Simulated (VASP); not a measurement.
**Hf: single point with LDA**

The system is Hf.

```xyz
2
Lattice="3.1197 0.0000 0.0000 -1.5598 2.7017 0.0000 0.0000 0.0000 4.9341" Properties=species:S:1:pos:R:3 pbc="T T T"
Hf    1.5598    0.9006    3.7006
Hf    0.0000    1.8011    1.2335
```

```yaml
Program: VASP 6.6.1
Task: single point
Functional: LDA
Potentials_or_basis: VASP PAW LDA potentials, release 64 (Hf_pv)
Cutoff: 520 eV
k_mesh: 10 × 10 × 5
Occupations: fermi-dirac, width 0.05 eV
Spin: no spin polarisation
Dipole_correction: no
Further_INCAR_settings: ALGO = Normal; EDIFF = 1e-06; NBANDS = 17
```

```yaml
Pressure: 0.1 GPa
Band_gap_on_the_k_mesh: zero (bands 10 and 11 overlap by 1.48 eV)
```

Levels at points of the mesh, in eV from the Fermi level:
```
           k point  band 7  band 8  band 9  band 10  band 11  band 12  band 13  band 14
(0.00, 0.00, 0.00)   -7.54   -3.92    1.11     1.14     1.14     1.45     2.04     2.04
(0.50, 0.00, 0.00)   -3.44   -3.02   -2.45    -0.55     0.71     0.99     1.82     6.31
```

Run time: 23 s on 1 thread of Intel(R) Xeon(R) Platinum 8488C (Sapphire Rapids), with other jobs on the host, peak memory 0.16 GiB.

Caveat: spin-orbit coupling is left out, which moves the levels of the heavy elements.
